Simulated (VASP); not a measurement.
# SiC: single point with PBE

Crystal: SiC.

```
CELL_PARAMETERS angstrom
3.08369 0.06152 -0.01710
-1.48857 2.57828 0.00000
-0.02807 -0.01620 5.01438
ATOMIC_POSITIONS crystal
Si 0.32807 0.66404 0.01030
Si 0.66351 0.33175 0.49428
C 0.33087 0.66544 0.39632
C 0.67755 0.33877 0.86909
```

This cell differs from its parent crystal: strained and its atoms moved.

| Property | Result |
| --- | --- |
| Program | VASP 6.6.1 |
| Task | single point |
| Functional | PBE |
| Potentials or basis | VASP PAW PBE potentials, release 64 (Si, C) |
| Cutoff | 520 eV |
| k mesh | 12 × 12 × 6 |
| Occupations | gaussian, width 0.02 eV |
| Spin | no spin polarisation |
| Dipole correction | no |
| Further INCAR settings | ALGO = Normal; EDIFF = 1e-06; NBANDS = 16 |

- Pressure: 10.2 GPa
- Largest force: 2.576 eV/Å
- Band gap on the k mesh: 1.78 eV, indirect (least direct gap 3.82 eV)

Forces on the atoms (eV/Å):
```
Si   0.409  0.236 -1.128
Si   0.666  0.384  1.838
C   -0.693 -0.400 -2.449
C   -0.382 -0.220  1.739
```

Stress tensor (GPa, compression positive):
```
 7.02 -9.46  3.46
-9.46 17.94  2.00
 3.46  2.00  5.74
```

Levels at points of the mesh, in eV from the valence-band top:
```tsv
k point	band 6	band 7	band 8	band 9	band 10	band 11
(0.00, 0.00, 0.00)	-0.61	-0.45	0.00	4.30	5.67	6.19
(0.50, 0.00, 0.00)	-3.87	-3.55	-1.16	2.90	4.02	7.08
(0.00, 0.50, 0.00)	-4.19	-3.69	-1.81	2.01	3.63	6.17
(0.00, 0.00, 0.50)	-1.64	-1.04	-0.29	5.08	5.68	6.64
(0.50, 0.00, 0.50)	-2.98	-2.66	-1.94	2.88	3.02	4.80
(0.00, 0.50, 0.50)	-2.76	-2.72	-2.66	2.62	2.72	4.59
```

It took 88 s on 1 thread of Intel(R) Xeon(R) Platinum 8259CL CPU @ 2.50GHz (Skylake/Cascade Lake), on a shared host, peak memory 0.25 GiB.

Caveat: the cell differs from its parent crystal (strained and its atoms moved); forces of over 1 eV/Å act on the atoms, so gaps and moduli don't describe the material at rest. A k mesh can miss the band edges.
